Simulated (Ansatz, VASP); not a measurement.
# One calculation of SiB5C, two programs

```xyz
14
Lattice="4.2775 -3.0554 -0.0265 4.2775 3.0554 -0.0265 -2.2663 0.0000 4.7592" Properties=species:S:1:pos:R:3 pbc="T T T"
Si    2.0625    0.0000    2.7801
Si    4.2261    0.0000    1.9261
B    -0.7866    0.9434    4.6745
B    -0.7866   -0.9434    4.6745
B    -1.4147    0.0000    3.2143
B     1.9646    1.6591    3.8522
B     1.9646   -1.6591    3.8522
B     7.0752    0.9434    0.0317
B     7.0752   -0.9434    0.0317
B     7.7033    0.0000    1.4919
B     4.3240    1.6591    0.8541
B     4.3240   -1.6591    0.8541
C     0.9133    0.0000    1.2629
C     5.3754    0.0000    3.4434
```

Alike in both runs: functional PBE; k mesh 4 × 4 × 4; occupations gaussian, width 0.2 eV; no spin polarisation.

Ansatz relaxed the structure, and its values are those at the end. VASP's run is a single point on that final structure, the one shown.

```csv
,VASP,Ansatz
version,VASP 6.6.1,Ansatz 0.2.0
potentials or method,"VASP PAW PBE potentials, release 64 (Si, B, C), cutoff 520 eV","scalar-relativistic, plane waves, PAW"
valence electrons in the cell,46,46
```

```csv
,VASP,Ansatz,Ansatz less VASP
gap on the k mesh at the Fermi level (eV),2.51,2.51,+0.002
least direct gap on the mesh (eV),2.69,2.69,+0.001
pressure (GPa),-0.1,-0.1,-0.01
rms of the force components (eV/Å),0.012,0.008,-0.0034
```
